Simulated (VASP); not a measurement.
Set up this calculation in VASP 6.6.1, as the native input.

```
Task                   : single point
Functional             : PBE
Potentials or basis    : VASP PAW PBE potentials, release 64 (Si, W_sv)
Cutoff                 : 520 eV
k mesh                 : 18 × 18 × 18
Occupations            : gaussian, width 0.15 eV
Spin                   : no spin polarisation
Dipole correction      : no
Further INCAR settings : ALGO = Normal; EDIFF = 1e-06; NBANDS = 18
```

The structure of Si2W lies in POSCAR:

```
Si2W
1.0
   -1.6641748970      1.6641748970      3.7029555634
    1.6641748970     -1.6641748970      3.7029555634
    1.6641748970      1.6641748970     -3.7029555634
Si W
2 1
Direct
    0.3133835313      0.3133835313      0.0000000000
    0.6866164687      0.6866164687      0.0000000000
    0.0000000000      0.0000000000      0.0000000000
```

This cell differs from its parent crystal: atoms shifted along a free coordinate, c/a of the conventional cell at fixed volume 2.2251.

These files were run (other wordings do the same):

INCAR

```
PREC = Accurate
ENCUT = 520
EDIFF = 1E-6
ISMEAR = 0
SIGMA = 0.15
LREAL = F
LASPH = T
NELM = 100
ALGO = Normal
ISIF = 2
LWAVE = F
LCHARG = F
GGA = PE
NBANDS = 18
```

KPOINTS

```
regular mesh
0
Gamma
  18 18 18
```

Potentials or basis: VASP PAW PBE potentials, release 64 (Si, W_sv).

The run is started by

```bash
$ cat potpaw_PBE.64/Si/POTCAR potpaw_PBE.64/W_sv/POTCAR > POTCAR
$ mpirun -np 1 vasp_std > vasp.out
```

Results of the run:

```yaml
Pressure: 8.5 GPa
Largest_force: 4.086 eV/Å
Band_gap_on_the_k_mesh: zero (bands 11 and 12 overlap by 1.28 eV)
```

Caveat: the stress differs along the axes, from -11 to 47 GPa; spin-orbit coupling is left out, which moves the levels of the heavy elements; forces of over 1 eV/Å act on the atoms, so gaps and moduli don't describe the material at rest.

It took 9.3 min on 1 thread of Intel Xeon 8259CL, on a shared host, peak memory 0.47 GiB.
